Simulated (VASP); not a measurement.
# Re3C2 (R-3m) in VASP: single point with PBE

Aim: the single point of Re3C2 with PBE.

Program: VASP 6.6.1. These are calculated values, not measurements. Logs are shortened: lines on timing, memory, paths and dates and some standing lists are left out, and cuts for length are marked.

### Step 1. The cell of the first run

The structure is trigonal, space group R-3m (No. 166). Conventional cell: a = 2.859 Å, b = 2.859 Å, c = 23.683 Å, α = 90.00°, β = 90.00°, γ = 120.00°. Re (site symmetry -3m) has 6 C at 2.20 Å and 6 Re at 2.86 Å within 2.9 Å. Within 2.9 Å of Re (site symmetry 3m) lie 3 C at 2.13 Å and 9 Re at 2.82 to 2.86 Å. Within 2.9 Å of C (site symmetry 3m) lie 6 Re at 2.13 to 2.20 Å and 6 C at 2.86 Å.

### Step 2. Single point, PBE

Input file INCAR:

```
SYSTEM = Re3C2
PREC     = Accurate       ! precision mode
ENCUT    = 520            ! plane-wave cutoff, eV
EDIFF    = 1E-7           ! SCF threshold, eV
ISMEAR   = 0              ! smearing method
SIGMA    = 0.1            ! smearing width, eV
LREAL    = .FALSE.        ! projectors in reciprocal space
LASPH    = .TRUE.         ! aspherical terms in the spheres
NELM     = 100            ! most SCF steps
ALGO     = Normal         ! electronic algorithm
ISIF     = 2              ! what is computed and relaxed
LWAVE    = .FALSE.        ! write WAVECAR
LCHARG   = .TRUE.         ! write CHGCAR
GGA      = PE             ! functional
LELF     = .TRUE.         ! ELF
LVHAR    = .TRUE.       
NBANDS   = 22             ! bands
```

Input file KPOINTS:

```
regular mesh
0
G
  18 18 18
  0 0 0
```

Input file POSCAR:

```
Re3C2
1.0
    1.4292752224      0.8251924344      7.8941814539
   -1.4292752224      0.8251924344      7.8941814539
    0.0000000000     -1.6503848688      7.8941814539
Re C
3 2
Direct
    0.0000000000      0.0000000000      0.0000000000
    0.2150216036      0.2150216036      0.2150216036
    0.7849783964      0.7849783964      0.7849783964
    0.3946647670      0.3946647670      0.3946647670
    0.6053352330      0.6053352330      0.6053352330
```

Potentials or basis: VASP PAW PBE potentials, release 64 (Re, C).

Command:

```bash
$ cat potpaw_PBE.64/Re/POTCAR potpaw_PBE.64/C/POTCAR > POTCAR
$ mpirun -np 1 vasp_std > vasp.out
```

OUTCAR:

```text
SYSTEM = Re3C2
   PREC = Accurate
   ENCUT = 520
   EDIFF = 1E-7
   ISMEAR = 0
   LREAL = .FALSE.
   LASPH = .TRUE.
   NELM = 100
   ISIF = 2
   GGA = PE

 ion  position               nearest neighbor table
   1  0.000  0.000  0.000-   5 2.20   5 2.20   4 2.20   4 2.20   5 2.20   4 2.20   2 3.25   3 3.25
                             2 3.25   3 3.25   2 3.25   3 3.25
   2  0.215  0.215  0.215-   5 2.13   5 2.13   5 2.13   3 2.82   3 2.82   3 2.82   1 3.25   1 3.25
                             1 3.25
   3  0.785  0.785  0.785-   4 2.13   4 2.13   4 2.13   2 2.82   2 2.82   2 2.82   1 3.25   1 3.25
                             1 3.25
   4  0.395  0.395  0.395-   3 2.13   3 2.13   3 2.13   1 2.20   1 2.20   1 2.20
   5  0.605  0.605  0.605-   2 2.13   2 2.13   2 2.13   1 2.20   1 2.20   1 2.20

  LATTYP: Found a trigonal (rhomboedric) cell.
 ALAT       =     8.0648540621
 COS(alpha) =     0.9371842283

  Lattice vectors:

 A1 = (   1.4292752224,   0.8251924344,   7.8941814539)
 A2 = (  -1.4292752224,   0.8251924344,   7.8941814539)
 A3 = (   0.0000000000,  -1.6503848688,   7.8941814539)

Analysis of symmetry for initial positions (statically):
=====================================================================
 Subroutine PRICEL returns:
 Original cell was already a primitive cell.

 Routine SETGRP: Setting up the symmetry group for a
 trigonal (rhombohedral) supercell.

 Subroutine GETGRP returns: Found 12 space group operations
 (whereof 12 operations were pure point group operations)
 out of a pool of 12 trial point group operations.

The static configuration has the point symmetry D_3d.

Analysis of symmetry for dynamics (positions and initial velocities):
=====================================================================
 Subroutine PRICEL returns:
 Original cell was already a primitive cell.

 Routine SETGRP: Setting up the symmetry group for a
 trigonal (rhombohedral) supercell.

 Subroutine GETGRP returns: Found 12 space group operations
 (whereof 12 operations were pure point group operations)
 out of a pool of 12 trial point group operations.

The dynamic configuration has the point symmetry D_3d.

 Subroutine INISYM returns: Found 12 space group operations
 (whereof 12 operations are pure point group operations),
 and found     1 'primitive' translations

----------------------------------------------------------------------------------------

                                     Primitive cell
[... 93 lines left out ...]
   LSORBIT =      F    spin-orbit coupling
   LASPH  =      T    aspherical Exc in radial PAW
   ENCUT  =  520.0 eV  38.22 Ry    6.18 a.u.  15.00 15.00 15.00*2*pi/ulx,y,z
   NELM   =    100;   NELMIN=  2; NELMDL= -5     # of ELM steps
   EDIFF  = 0.1E-06   stopping-criterion for ELM
   LREAL  =      F    real-space projection
   EDIFFG = 0.1E-05   stopping-criterion for IOM
   NSW    =      0    number of steps for IOM
   IBRION =     -1    ionic relax: 0-MD 1-quasi-New 2-CG
   NFREE  =      0    steps in history (QN), initial steepest desc. (CG)
   ISIF   =      2    stress and relaxation
   ISYM   =      2    0-nonsym 1-usesym 2-fastsym
   POTIM  = 0.5000    time-step for ionic-motion
   TEBEG  =    0.0;   TEEND  =   0.0 temperature during run
   PSTRESS=    0.0 pullay stress
   NELECT =      29.0000    total number of electrons
   NUPDOWN=      -1.0000    fix difference up-down
   EMIN   =  10.00;   EMAX   =-10.00  energy-range for DOS
   EFERMI =   0.00;   METHOD = LEGACY
   ISMEAR =     0;   SIGMA  =   0.10  broadening in eV -4-tet -1-fermi 0-gaus
   EFERMI_NEDOS =   21; number of points for ismear=-14 and -15
   IALGO  =     38    algorithm
   IMIX   =      4    mixing-type and parameters
     AMIX     =   0.40;   BMIX     =  1.00
     AMIX_MAG =   1.60;   BMIX_MAG =  1.00
  volume/ion in A,a.u.               =      11.17        75.40
  Fermi-wavevector in a.u.,A,eV,Ry     =   1.315723  2.486355 23.553400  1.731126
  Thomas-Fermi vector in A             =   2.445885
   LORBIT       =      0    0 simple, 1 ext, 2 COOP (PROOUT), +10 PAW based schemes
   GGA     = PE    functional components
   LHFCALC =     F    Hartree Fock is set to
   AEXX    =    0.0000 exact exchange contribution
   IVDW    =     0    specifies the selected vdW correction
   LEPSILON=     F    determine dielectric tensor
   LRPA    =     F    only Hartree local field effects (RPA)
 non-spin polarized calculation
 Gauss-broadening in eV      SIGMA  =   0.10
  energy-cutoff  :      520.00
  volume of cell :       55.86
 maximum number of plane-waves:      1523
   NGX = 29   NGY = 29   NGZ = 29

 number of electron      29.0000000 magnetization

 Free energy of the ion-electron system (eV)
  ---------------------------------------------------
  ext. energy  EPLUGINS =         0.00000000
  ---------------------------------------------------
  free energy    TOTEN  =       -52.50150799 eV

  energy without entropy =      -52.48055381  energy(sigma->0) =      -52.49103090

 E-fermi :   9.1261     XC(G=0): -13.6376

 val. band max:        9.1242931284   @ k =   0.2778   0.2222   0.1111
 cond. band min:       9.1263957569   @ k =   0.1111   0.0556  -0.0000
 fundamental gap:      0.0021026286
 Fermi energy:         9.1261101747

 k-point     1 :       0.0000    0.0000    0.0000
  band No.  band energies     occupation
      1      -6.3258      2.00000
      2      -4.4349      2.00000
      3      -0.9369      2.00000
      4       1.9431      2.00000
      5       3.8059      2.00000
      6       4.1296      2.00000
[... 589 lines left out ...]
     21      12.3763      0.00000
     22      13.4624      0.00000

 [... further k-points ...]
[... 5 lines left out ...]
  --------------------------------------------------------------------------------------
  -------------------------------------------------------------------------------------
  Total        0.6845121      0.6845121      0.8410380      0.0000000     -0.0000000      0.0000000
  in kB       19.6318954     19.6318954     24.1210787      0.0000000     -0.0000000      0.0000000
  external PRESSURE =      21.1282898 kB  Pullay stress =       0.0000000 kB

 VOLUME and BASIS-vectors are now :
 -----------------------------------------------------------------------------
  energy-cutoff  :      520.00
  volume of cell :       55.86
      direct lattice vectors                 reciprocal lattice vectors
     1.429275222  0.825192434  7.894181454     0.349827655  0.201973091  0.042225193
    -1.429275222  0.825192434  7.894181454    -0.349827655  0.201973091  0.042225193
     0.000000000 -1.650384869  7.894181454     0.000000000 -0.403946182  0.042225193

 POSITION                                       TOTAL-FORCE (eV/Angst)
 -----------------------------------------------------------------------------------
      0.00000      0.00000      0.00000        -0.000000     -0.000000     -0.000000
      0.00000      0.00000      5.09226         0.000000     -0.000000     -0.150768
      0.00000      0.00000     18.59029         0.000000      0.000000      0.150768
      0.00000      0.00000      9.34667         0.000000     -0.000000     -0.011132
      0.00000      0.00000     14.33588         0.000000     -0.000000      0.011132
 -----------------------------------------------------------------------------------
    total drift:                               -0.000000     -0.000000      0.000000

  FREE ENERGIE OF THE ION-ELECTRON SYSTEM (eV)
  ---------------------------------------------------
  free  energy   TOTEN  =       -52.5015079901 eV

  energy  without entropy=      -52.4805538144  energy(sigma->0) =      -52.49103090
```

OSZICAR:

```text
N       E                     dE             d eps       ncg     rms          rms(c)
DAV:   1     0.130823983626E+03    0.13082E+03   -0.13619E+04 49864   0.156E+03
DAV:   2    -0.414751667052E+02   -0.17230E+03   -0.15744E+03 48014   0.484E+02
DAV:   3    -0.580254324416E+02   -0.16550E+02   -0.15108E+02 48500   0.178E+02
DAV:   4    -0.590186174296E+02   -0.99318E+00   -0.90138E+00 46368   0.295E+01
DAV:   5    -0.590896769889E+02   -0.71060E-01   -0.65952E-01 46402   0.827E+00    0.669E+01
DAV:   6    -0.531472134744E+02    0.59425E+01   -0.32609E+01 50470   0.946E+01    0.171E+01
DAV:   7    -0.526513982870E+02    0.49582E+00   -0.51363E+00 46710   0.270E+01    0.141E+01
DAV:   8    -0.525306810748E+02    0.12072E+00   -0.55470E-01 47620   0.139E+01    0.262E+00
DAV:   9    -0.525380432130E+02   -0.73621E-02   -0.32284E-01 50578   0.126E+01    0.145E+00
DAV:  10    -0.525030538595E+02    0.34989E-01   -0.16932E-01 50688   0.771E+00    0.813E-01
DAV:  11    -0.525015896052E+02    0.14643E-02   -0.10520E-02 48428   0.140E+00    0.118E-01
DAV:  12    -0.525015233386E+02    0.66267E-04   -0.94774E-04 47772   0.318E-01    0.538E-02
DAV:  13    -0.525015098437E+02    0.13495E-04   -0.80643E-05 45472   0.126E-01    0.248E-02
DAV:  14    -0.525015070398E+02    0.28039E-05   -0.21822E-05 44328   0.684E-02    0.130E-02
DAV:  15    -0.525015083902E+02   -0.13504E-05   -0.22189E-06 44396   0.209E-02    0.465E-03
DAV:  16    -0.525015081367E+02    0.25348E-06   -0.55051E-08 23182   0.513E-03    0.176E-03
DAV:  17    -0.525015079581E+02    0.17867E-06   -0.71163E-08 23516   0.802E-03    0.213E-03
DAV:  18    -0.525015079901E+02   -0.32008E-07   -0.46730E-08 22990   0.625E-03
   1 F= -.52501508E+02 E0= -.52491031E+02  d E =-.209542E-01
```

Wall time 40 min (1 thread of Intel Xeon Platinum 8559C (Emerald Rapids), shared host); peak memory 0.97 GiB.

Results:

* Free energy: -52.5015 eV
* Pressure: 2.1 GPa
* Largest force: 0.151 eV/Å
* Band gap on the k mesh: zero (an odd number of electrons rules out a gap without spin polarisation)

Forces in eV/Å, atoms in the order of the input:
```
Re   0.000  0.000  0.000
Re   0.000  0.000 -0.151
Re   0.000  0.000  0.151
C    0.000  0.000 -0.011
C    0.000  0.000  0.011
```

Stress tensor (GPa, compression positive):
```
1.96 0.00 0.00
0.00 1.96 0.00
0.00 0.00 2.41
```

Levels at points of the mesh, in eV from the Fermi level:
| k point | band 10 | band 11 | band 12 | band 13 | band 14 | band 15 | band 16 | band 17 | band 18 | band 19 |
| --- | --- | --- | --- | --- | --- | --- | --- | --- | --- | --- |
| (0.00, 0.00, 0.00) | -3.02 | -2.47 | -2.47 | -0.94 | -0.94 | -0.80 | -0.66 | -0.66 | 0.17 | 0.17 |
| (0.50, 0.00, 0.00) | -3.26 | -2.49 | -2.48 | -1.18 | -0.96 | 1.85 | 1.90 | 2.37 | 2.53 | 3.56 |
| (0.50, 0.50, 0.00) | -3.58 | -2.77 | -1.97 | -1.13 | 0.76 | 1.52 | 1.92 | 2.15 | 2.57 | 2.59 |
| (0.50, 0.50, 0.50) | -3.16 | -2.64 | -2.64 | -0.62 | -0.62 | -0.21 | -0.21 | -0.09 | 0.06 | 0.25 |

Caveat: spin-orbit coupling is left out, which moves the levels of the heavy elements.
